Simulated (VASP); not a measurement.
Crystal: Sr.

```
Sr
1.0
     6.08000    0.00000    0.00000
     0.00000    6.08000    0.00000
     0.00000    0.00000    6.08000
Sr
4
Cartesian
  0.0000 0.0000 0.0000
  0.0000 3.0400 3.0400
  3.0400 0.0000 3.0400
  3.0400 3.0400 0.0000
```

```yaml
Program: VASP 6.6.1
Task: relaxation of cell and atoms
Functional: PBEsol
Potentials_or_basis: VASP PAW PBE potentials, release 64 (Sr_sv)
Cutoff: 600 eV
k_mesh: 4 × 4 × 4
Occupations: fermi-dirac, width 0.05 eV
Spin: no spin polarisation
```

At the start: pressure -0.8 GPa; volume 56.19 Å³/atom.

**Question.** Where does the relaxation end?

**Answer.** Over 3 steps the energy falls by 10.9 meV/atom and the volume is 52.25 Å³/atom (-7.0 %); space group Fm-3m (No. 225, to 0.05 Å).

Step by step:
| step | energy change (eV) | largest force (eV/Å) | pressure (GPa) | volume (Å³) |
| --- | --- | --- | --- | --- |
| 1 | 0.0000 | 0.0000 | -0.81 | 224.76 |
| 2 | -0.0348 | 0.0000 | -0.39 | 215.60 |
| 3 | -0.0435 | 0.0000 | -0.03 | 209.00 |

Final structure:
```
Sr
1.0
     5.93445    0.00000    0.00000
     0.00000    5.93445    0.00000
     0.00000    0.00000    5.93445
Sr
4
Cartesian
  0.0000 0.0000 0.0000
  0.0000 2.9672 2.9672
  2.9672 0.0000 2.9672
  2.9672 2.9672 0.0000
```

Caveat: the PAW data sets were made with another functional, which shifts forces and pressure a little.
